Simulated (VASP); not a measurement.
Write the native input for VASP 6.6.1 that does the following.

```
Task                   : relaxation of cell and atoms
Functional             : LDA
Potentials or basis    : VASP PAW LDA potentials, release 64 (Zr_sv, Sb, N)
Cutoff                 : 600 eV
k mesh                 : 12 × 12 × 8
Occupations            : gaussian, width 0.1 eV
Spin                   : no spin polarisation
Dipole correction      : no
Further INCAR settings : ALGO = Normal; EDIFF = 1e-06; IBRION = 2; EDIFFG = -0.005; NSW = 100; ISIF = 3
```

The structure of Zr2SbN lies in POSCAR:

```
Zr2SbN
1.0
    3.7159364240      0.0000000000      0.0000000000
    0.0000000000      3.7159364240      0.0000000000
    0.0000000000      0.0000000000      5.2909054440
Zr Sb N
2 1 1
Direct
    0.0000000000      0.0000000000      0.0000000000
    0.5000000000      0.5000000000      0.5000000000
    0.0000000000      0.0000000000      0.5000000000
    0.5000000000      0.5000000000      0.0000000000
```

The input as run:

INCAR

```
PREC = Accurate
ENCUT = 600
EDIFF = 1E-6
ISMEAR = 0
SIGMA = 0.1
LREAL = F
LASPH = T
NELM = 100
ALGO = Normal
ISIF = 3
LWAVE = F
LCHARG = F
IBRION = 2
NSW = 100
EDIFFG = -0.005
```

KPOINTS

```
regular mesh
0
Gamma
  12 12 8
```

Potentials or basis: VASP PAW LDA potentials, release 64 (Zr_sv, Sb, N).

Launch:

```bash
$ cat potpaw_LDA.64/Zr_sv/POTCAR potpaw_LDA.64/Sb/POTCAR potpaw_LDA.64/N/POTCAR > POTCAR
$ mpirun -np 1 vasp_std > vasp.out
```

Results of the run:

The relaxed volume is 18.37 Å³/atom. The relaxed cell is a = 3.723 Å, b = 3.723 Å, c = 5.300 Å, α = 90.00°, β = 90.00°, γ = 90.00°. The space group after relaxing (to 0.05 Å) is P4/mmm (No. 123) and the energy gained by relaxing is 0.3 meV/atom. The ionic steps are 4. The pressure after relaxing is 0.0 GPa and the band gap on the k mesh is zero (band 17 reaches 11.17 eV, above the bottom of band 18 at 8.42 eV).

Caveat: spin-orbit coupling is left out, which moves the levels of the heavy elements.

It took 6.1 min on 1 thread of Intel(R) Xeon(R) Platinum 8488C (Sapphire Rapids), on a shared host, peak memory 0.39 GiB.
